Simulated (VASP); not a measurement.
# FeO (Fm-3m) in VASP: further runs, part 2 of 2

VASP 6.6.1.

### 3 Electric field gradients, PBE, collinear spin, ferromagnetic start (10.51 Å³/atom)

This run uses another cell than the first one, of 10.51 Å³/atom.

INCAR

```
SYSTEM = FeO
PREC = Accurate ; ENCUT = 520
EDIFF = 1E-8 ; ISMEAR = -1
SIGMA = 0.03 ; LREAL = .FALSE.
LASPH = .TRUE. ; NELM = 150
ALGO = Normal ; ISIF = 2
LWAVE = .FALSE. ; LCHARG = .FALSE.
ISPIN = 2 ; MAGMOM = 3 0
LORBIT = 11 ; LMAXMIX = 4
GGA = PE ; LEFG = .TRUE.
NBANDS = 18
```

KPOINTS

```
regular mesh
0
G
  15 15 15
  0 0 0
```

POSCAR

```
FeO
1.0
    0.0000000000      2.1907407075      2.1907407075
    2.1907407075      0.0000000000      2.1907407075
    2.1907407075      2.1907407075      0.0000000000
Fe O
1 1
Direct
    0.0000000000      0.0000000000      0.0000000000
    0.5000000000      0.5000000000      0.5000000000
```

Potentials or basis: VASP PAW PBE potentials, release 64 (Fe, O).

The run is started by

```bash
$ cat potpaw_PBE.64/Fe/POTCAR potpaw_PBE.64/O/POTCAR > POTCAR
$ mpirun -np 1 vasp_std > vasp.out
```

OUTCAR:

```text
SYSTEM = FeO
   PREC = Accurate
   ENCUT = 520
   EDIFF = 1E-8
   ISMEAR = -1
   LREAL = .FALSE.
   LASPH = .TRUE.
   NELM = 150
   ISIF = 2
   ISPIN = 2
   LORBIT = 11
   GGA = PE

 ion  position               nearest neighbor table
   1  0.000  0.000  0.000-   2 2.19   2 2.19   2 2.19   2 2.19   2 2.19   2 2.19
   2  0.500  0.500  0.500-   1 2.19   1 2.19   1 2.19   1 2.19   1 2.19   1 2.19

  LATTYP: Found a face centered cubic cell.
 ALAT       =     4.3814814150

  Lattice vectors:

 A1 = (   0.0000000000,   2.1907407075,   2.1907407075)
 A2 = (   2.1907407075,   0.0000000000,   2.1907407075)
 A3 = (   2.1907407075,   2.1907407075,   0.0000000000)

[... 1249 lines left out ...]

 Electric field gradients after diagonalization (V/A^2)
 (convention: |V_zz| > |V_xx| > |V_yy|)
----------------------------------------------------------------------
 ion       V_xx      V_yy      V_zz     asymmetry (V_yy - V_xx)/ V_zz
----------------------------------------------------------------------
   1       0.002     0.002    -0.003       0.000
   2       0.001     0.001    -0.002       0.000
----------------------------------------------------------------------

           NMR quadrupolar parameters

 Cq : quadrupolar parameter    Cq=e*Q*V_zz/h
 eta: asymmetry parameters     (V_yy - V_xx)/ V_zz
 Q  : nuclear electric quadrupole moment in mb (millibarn)
----------------------------------------------------------------------
 ion       Cq(MHz)       eta       Q (mb)
----------------------------------------------------------------------
   1      -0.000       0.000       1.000
   2      -0.000       0.000       1.000
----------------------------------------------------------------------

 total charge

# of ion       s       p       d       tot
------------------------------------------
    1        0.274   0.327   6.054   6.655
    2        1.556   3.412   0.000   4.968
--------------------------------------------------
tot          1.831   3.739   6.054  11.624

 magnetization (x)

# of ion       s       p       d       tot
------------------------------------------
    1        0.027   0.020   3.579   3.625
    2        0.028   0.264   0.000   0.292
--------------------------------------------------
tot          0.055   0.284   3.579   3.918
```

OSZICAR:

```text
N       E                     dE             d eps       ncg     rms          rms(c)
DAV:   1     0.701378316377E+02    0.70138E+02   -0.66364E+03  9240   0.886E+02
DAV:   2    -0.126709221786E+02   -0.82809E+02   -0.70181E+02  8836   0.204E+02
DAV:   3    -0.173853024165E+02   -0.47144E+01   -0.45819E+01 10072   0.524E+01
DAV:   4    -0.174205576445E+02   -0.35255E-01   -0.35238E-01 10498   0.435E+00
DAV:   5    -0.174208077079E+02   -0.25006E-03   -0.25005E-03 10384   0.383E-01    0.174E+01
DAV:   6    -0.156819760014E+02    0.17388E+01   -0.16957E+01 11526   0.567E+01    0.206E+01
DAV:   7    -0.149502008556E+02    0.73178E+00   -0.38112E+00 11206   0.356E+01    0.889E+00
DAV:   8    -0.149264406360E+02    0.23760E-01   -0.20493E-01 10968   0.458E+00    0.499E+00
DAV:   9    -0.149129603069E+02    0.13480E-01   -0.89678E-02 13642   0.465E+00    0.115E+00
DAV:  10    -0.149066179553E+02    0.63424E-02   -0.24633E-02 12444   0.308E+00    0.156E-01
DAV:  11    -0.149066918698E+02   -0.73914E-04   -0.34854E-03 11684   0.581E-01    0.697E-02
DAV:  12    -0.149066896970E+02    0.21728E-05   -0.91035E-05 11038   0.905E-02    0.465E-02
DAV:  13    -0.149067063503E+02   -0.16653E-04   -0.32381E-05 11914   0.569E-02    0.186E-02
DAV:  14    -0.149067099813E+02   -0.36310E-05   -0.51808E-06  9840   0.196E-02    0.829E-03
DAV:  15    -0.149067094740E+02    0.50729E-06   -0.12440E-06 12102   0.104E-02    0.330E-03
DAV:  16    -0.149067093906E+02    0.83403E-07   -0.37103E-07 12044   0.959E-03    0.130E-03
DAV:  17    -0.149067093847E+02    0.59654E-08   -0.59245E-08 10502   0.219E-03
   1 F= -.14906709E+02 E0= -.14904685E+02  d E =-.404872E-02  mag=     4.0006
```

stdout:

```text
POSCAR found type information on POSCAR FeO
 POSCAR found :  2 types and       2 ions
 scaLAPACK will be used
 LDA part: xc-table for (Slater+PW92), standard interpolation
 POSCAR, INCAR and KPOINTS ok, starting setup
 FFT: planning ... GRIDC
 FFT: planning ... GRID_SOFT
 FFT: planning ... GRID
 WAVECAR not read
 entering main loop
ion   1

ion   2
```

Run time: 72 s. Hardware: 1 thread of AMD EPYC 9R45 (Zen 5), shared host; peak memory 0.17 GiB.

Results:

| Quantity | Value |
| --- | --- |
| Free energy | -14.9067 eV |
| Pressure | -8.3 GPa |
| Band gap on the k mesh | zero (filled and empty bands overlap) |
| Net moment | 4.00 μB per cell |
| Site moments | Fe +3.62; O +0.29 μB |
| Largest electric field gradient by atom | zero within the noise of the run |
| Valence electrons inside the program's atomic spheres | Fe 6.66; O 4.97 |

Caveat: the cell stands under tension; a cell with one magnetic atom can't hold antiferromagnetic order, which such compounds often take; semilocal functionals often make such compounds metallic where correlation or magnetic order opens a gap, which also shifts bond lengths. With open d or f shells a metallic result of PBE can be an artefact of self-interaction; +U or a hybrid may open a gap.

### 4 Single point, PBE, collinear spin, ferromagnetic start

This run uses another cell than the first one, of 10.01 Å³/atom.

POSCAR

```
FeO
1.0
    0.0000000000      2.1554000000      2.1554000000
    2.1554000000      0.0000000000      2.1554000000
    2.1554000000      2.1554000000      0.0000000000
Fe O
1 1
Direct
    0.0000000000      0.0000000000      0.0000000000
    0.5000000000      0.5000000000      0.5000000000
```

INCAR.step1

```
  ALGO = Normal
  EDIFF = 1E-6
  ENCUT = 520
  GGA = PE
  ISIF = 2
  ISMEAR = -1
  ISPIN = 2
  LASPH = T
  LCHARG = T
  LMAXMIX = 4
  LREAL = F
  LWAVE = F
  MAGMOM = 3 0
  NBANDS = 18
  NELM = 150
  PREC = Accurate
  SIGMA = 0.03
```

KPOINTS.step1

```
k-points
0
Gamma
  15 15 15
```

INCAR.step2

```
  ALGO = Normal
  EDIFF = 1E-6
  ENCUT = 520
  GGA = PE
  ICHARG = 11
  ISIF = 2
  ISMEAR = -5
  ISPIN = 2
  LASPH = T
  LCHARG = F
  LMAXMIX = 4
  LORBIT = 10
  LREAL = F
  LWAVE = F
  MAGMOM = 3 0
  NBANDS = 18
  NEDOS = 2001
  NELM = 150
  PREC = Accurate
  SIGMA = 0.03
```

KPOINTS.step2

```
k-points
0
Gamma
  23 23 23
```

The run is started by

```bash
$ cat potpaw_PBE.64/Fe/POTCAR potpaw_PBE.64/O/POTCAR > POTCAR
$ cp INCAR.step1 INCAR
$ cp KPOINTS.step1 KPOINTS
$ mpirun -np 1 vasp_std > vasp.out
$ cp INCAR.step2 INCAR
$ cp KPOINTS.step2 KPOINTS
$ mpirun -np 1 vasp_std > vasp.out
```

Run time: 2.3 min. Hardware: 1 thread of AMD EPYC 9R45 (Zen 5), shared host; peak memory 0.27 GiB.

Results (log left out):

- Net moment: 4.00 μB per cell
- Site moments: Fe +3.62; O +0.30 μB
- Valence electrons inside the program's atomic spheres: Fe 6.73; O 4.99

Levels at points of the mesh, in eV from the Fermi level:
Spin up:
| k point | band 7 | band 8 | band 9 | band 10 | band 11 | band 12 |
| --- | --- | --- | --- | --- | --- | --- |
| (0.00, 0.00, 0.00) | -3.79 | -3.67 | -3.67 | 0.09 | 15.47 | 17.04 |
Spin down:
| k point | band 3 | band 4 | band 5 | band 6 | band 7 | band 8 |
| --- | --- | --- | --- | --- | --- | --- |
| (0.00, 0.00, 0.00) | -3.23 | -3.23 | -0.73 | -0.73 | -0.73 | 0.20 |

Caveat: a cell with one magnetic atom can't hold antiferromagnetic order, which such compounds often take; semilocal functionals often make such compounds metallic where correlation or magnetic order opens a gap, which also shifts bond lengths; tetrahedron occupations give inexact forces and stress in metals.

### 5 The runs side by side

```csv
task,cell,k mesh for the DOS,occupations for the DOS,gap on the mesh (eV),pressure (GPa),moment (μB)
electric field gradients,"a = 3.073 Å, angles 60.0°, 2 atoms",-,-,none,-4.5,4.00
electric field gradients,"a = 3.098 Å, angles 60.0°, 2 atoms",-,-,none,-8.3,4.00
single point,"a = 3.048 Å, angles 60.0°, 2 atoms",23 × 23 × 23,tetrahedron,-,-,4.00
```

Alike in all rows: level PBE; potentials or basis VASP PAW PBE potentials, release 64 (Fe, O); spin collinear, ferromagnetic start; k mesh 15 × 15 × 15; cutoff (eV) 520; smearing fermi-dirac 0.03 eV.

Caveats: a cell with one magnetic atom can't hold antiferromagnetic order, which such compounds often take; semilocal functionals often make such compounds metallic where correlation or magnetic order opens a gap, which also shifts bond lengths; the cell stands under tension (at least some runs); tetrahedron occupations give inexact forces and stress in metals (at least some runs).

Absolute energies hang on the potentials; compare differences alone.
